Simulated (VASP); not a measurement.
Set up this calculation in VASP 6.6.1, as the native input.

```
Task                   : relaxation of cell and atoms
Functional             : revPBE
Dispersion             : D3(BJ)
Potentials or basis    : VASP PAW PBE potentials, release 64 (Hg, Te)
Cutoff                 : 600 eV
k mesh                 : 7 × 7 × 7
Occupations            : fermi-dirac, width 0.05 eV
Spin                   : no spin polarisation
Dipole correction      : no
Further INCAR settings : ALGO = Normal; EDIFF = 1e-06; IBRION = 2; EDIFFG = -0.01; NSW = 60; ISIF = 3
```

The structure of HgTe lies in POSCAR:

```
HgTe
1.0
    0.0000000000      3.1800000000      3.1800000000
    3.1800000000      0.0000000000      3.1800000000
    3.1800000000      3.1800000000      0.0000000000
Hg Te
1 1
Direct
    0.0000000000      0.0000000000      0.0000000000
    0.5000000000      0.5000000000      0.5000000000
```

One way to write it, as run:

INCAR

```
SYSTEM = HgTe
  ALGO = Normal
  EDIFF = 1E-6
  EDIFFG = -0.01
  ENCUT = 600
  GGA = RE
  IBRION = 2
  ISIF = 3
  ISMEAR = -1
  IVDW = 12
  LASPH = .TRUE.
  LCHARG = .FALSE.
  LREAL = .FALSE.
  LWAVE = .FALSE.
  NELM = 80
  NSW = 60
  PREC = Accurate
  SIGMA = 0.05
```

KPOINTS

```
k-points
0
G
  7 7 7
  0 0 0
```

Potentials or basis: VASP PAW PBE potentials, release 64 (Hg, Te).

Command:

```sh
$ cat potpaw_PBE.64/Hg/POTCAR potpaw_PBE.64/Te/POTCAR > POTCAR
$ mpirun -np 1 vasp_std > vasp.out
```

It gave:

| Property | Result |
| --- | --- |
| Relaxed volume | 27.06 Å³/atom |
| Relaxed cell | a = 4.246 Å, b = 4.246 Å, c = 4.246 Å, α = 60.00°, β = 60.00°, γ = 60.00° |
| Space group after relaxing (to 0.05 Å) | Fm-3m (No. 225) |
| Energy gained by relaxing | 121.0 meV/atom |
| Ionic steps | 3 |
| Pressure after relaxing | 0.0 GPa |
| Band gap on the k mesh | zero (band 9 reaches 5.32 eV, above the bottom of band 10 at 2.65 eV) |
| Dispersion energy per atom | -0.882 eV |

Caveat: the volume moved by over 15 % at a fixed basis, so the end points are rough; the PAW data sets were made with another functional, which shifts forces and pressure a little; spin-orbit coupling is left out, which moves the levels of the heavy elements; the volume moved by -16 % from the deposited cell, more than functionals usually miss; pairwise dispersion overbinds metals, which lowers pressure and volume.

It took 36 s on 1 thread of AMD EPYC 9R45 96-Core Processor (Zen 5), on a shared host, peak memory 0.2 GiB.
